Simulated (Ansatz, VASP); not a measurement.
# One calculation of ZnO, two programs

Contents of POSCAR:

```
ZnO
1.0
    3.2493080000      0.0000000000      0.0000000000
   -1.6246540000      2.8139832727      0.0000000000
    0.0000000000      0.0000000000      5.2057090000
Zn O
2 2
Direct
    0.6666666667      0.3333333333      0.0000000000
    0.3333333333      0.6666666667      0.5000000000
    0.3333333333      0.6666666667      0.8790100000
    0.6666666667      0.3333333333      0.3790100000
```

The input INCAR.step1:

```
PREC = Accurate
ENCUT = 1480
ISMEAR = 0
SIGMA = 0.1
LREAL = False
LASPH = True
NELM = 120
NBANDS = 26
GGA = PE
ALGO = Normal
EDIFF = 1E-5
LWAVE = True
LCHARG = False
GGA_COMPAT = False
```

File INCAR.step2:

```
PREC = Accurate
ENCUT = 1480
EDIFF = 1E-6
ISMEAR = 0
SIGMA = 0.1
LREAL = False
LASPH = True
NELM = 120
ALGO = Normal
ISIF = 2
LWAVE = False
LCHARG = True
METAGGA = R2SCAN
LMIXTAU = True
LUSE_VDW = True
IVDW_NL = 2
BPARAM = 11.95
CPARAM = 0.0093
LELF = True
LVHAR = True
NBANDS = 26
ISTART = 1
GGA_COMPAT = False
```

File KPOINTS:

```
Automatic mesh
0
Gamma
  9 9 5
```

The input input.yaml:

```yaml
crystal:
  lattice:
    - [3.249308, 0.0, 0.0]
    - [-1.624654, 2.8139832727, 0.0]
    - [0.0, 0.0, 5.205709]
  atoms:
    - { symbol: Zn, position: [0.6666666667, 0.3333333333, 0.0] }
    - { symbol: Zn, position: [0.3333333333, 0.6666666667, 0.5] }
    - { symbol: O, position: [0.3333333333, 0.6666666667, 0.87901] }
    - { symbol: O, position: [0.6666666667, 0.3333333333, 0.37901] }
hamiltonian:
  xc: r2scan
  pseudopotentials: { kind: paw }
  dispersion: rvv10
kpoints:
  mp_grid: { grid: [9, 9, 5] }
scf:
  occupations: { method: gaussian, width: 0.1 }
output:
  forces: true
  stress: true
  eigenvalues: true
```

Alike in both runs: task single point; functional r2SCAN; dispersion rVV10; k mesh 9 × 9 × 5; occupations gaussian, width 0.1 eV; no spin polarisation.

```csv
,VASP,Ansatz
version,VASP 6.6.1,Ansatz 0.2.0
potentials or method,"VASP PAW PBE potentials, release 64 (Zn, O_h)",Ansatz PAW
plane-wave cutoff (eV),1480,500
valence electrons in the cell,36,36
```

|  | VASP | Ansatz | Ansatz less VASP |
| --- | --- | --- | --- |
| gap on the k mesh at the Fermi level (eV) | 1.18 | 1.18 | -0.001 |
| least direct gap on the mesh (eV) | 1.18 | 1.18 | -0.001 |
| pressure (GPa) | -1.5 | -2.5 | -1.01 |
| traceless stress, the component that is largest in VASP (GPa) | 1.10 | 1.04 | -0.052 |
| rms of the force components (eV/Å) | 0.042 | 0.040 | -0.0021 |

VASP's potentials were made for PBE, not for r2SCAN. Atom by atom the forces differ by 0.002 eV/Å (rms over components).

Noted on Ansatz's run: odd divisions of the mesh miss points on the zone boundary, where band edges often lie, so the gap on the mesh can be too wide.
